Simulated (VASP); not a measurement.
Wanted: the native input for a VASP 6.6.1 run.

| Quantity | Value |
| --- | --- |
| Task | relaxation of cell and atoms |
| Functional | PBEsol |
| Potentials or basis | VASP PAW PBE potentials, release 64 (Co, O) |
| Cutoff | 600 eV |
| k mesh | 16 × 16 × 16 |
| Occupations | gaussian, width 0.1 eV |
| Spin | collinear spin, ferromagnetic start |
| Starting moments | [3.0, 0.0] μB |
| Dipole correction | no |
| Further INCAR settings | ALGO = Normal; EDIFF = 1e-06; IBRION = 2; EDIFFG = -0.01; NSW = 80; ISIF = 3 |

The structure of CoO lies in POSCAR:

```
CoO
1.0
    2.5724608895      0.0000000000      0.0000000000
    0.0000000000      2.5724608895      0.0000000000
    0.0000000000      0.0000000000      2.5724608895
Co O
1 1
Direct
    0.0000000000      0.0000000000      0.0000000000
    0.5000000000      0.5000000000      0.5000000000
```

One way to write it, as run:

INCAR

```
PREC = Accurate ; ENCUT = 600
EDIFF = 1E-6 ; ISMEAR = 0
SIGMA = 0.1 ; LREAL = F
LASPH = T ; NELM = 150
ALGO = Normal ; ISIF = 3
LWAVE = F ; LCHARG = F
ISPIN = 2 ; MAGMOM = 3 0
LORBIT = 11 ; LMAXMIX = 4
GGA = PS ; IBRION = 2
NSW = 80 ; EDIFFG = -0.01
```

KPOINTS

```
regular mesh
0
Gamma
  16 16 16
```

Potentials or basis: VASP PAW PBE potentials, release 64 (Co, O).

Launch:

```sh
$ cat potpaw_PBE.64/Co/POTCAR potpaw_PBE.64/O/POTCAR > POTCAR
$ mpirun -np 1 vasp_std > vasp.out
```

Results of the run:

| Item | Value |
| --- | --- |
| Relaxed volume | 8.49 Å³/atom |
| Relaxed cell | a = 2.570 Å, b = 2.570 Å, c = 2.570 Å, α = 90.00°, β = 90.00°, γ = 90.00° |
| Space group after relaxing (to 0.1 Å) | Pm-3m (No. 221) |
| Energy gained by relaxing | 0.0 meV/atom |
| Ionic steps | 3 |
| Pressure after relaxing | 0.0 GPa |
| Band gap on the k mesh | zero (filled and empty bands overlap) |
| Net moment | 3.00 μB per cell |
| Site moments | Co +2.48; O +0.46 μB |
| Valence electrons inside the program's atomic spheres | Co 7.90; O 4.92 |

Caveat: the PAW data sets were made with another functional, which shifts forces and pressure a little; a cell with one magnetic atom can't hold antiferromagnetic order, which such compounds often take; semilocal functionals often make such compounds metallic where correlation or magnetic order opens a gap, which also shifts bond lengths.

Run time: 61 s on 1 thread of Intel(R) Xeon(R) 6975P-C (Granite Rapids), on a shared host, peak memory 0.21 GiB.
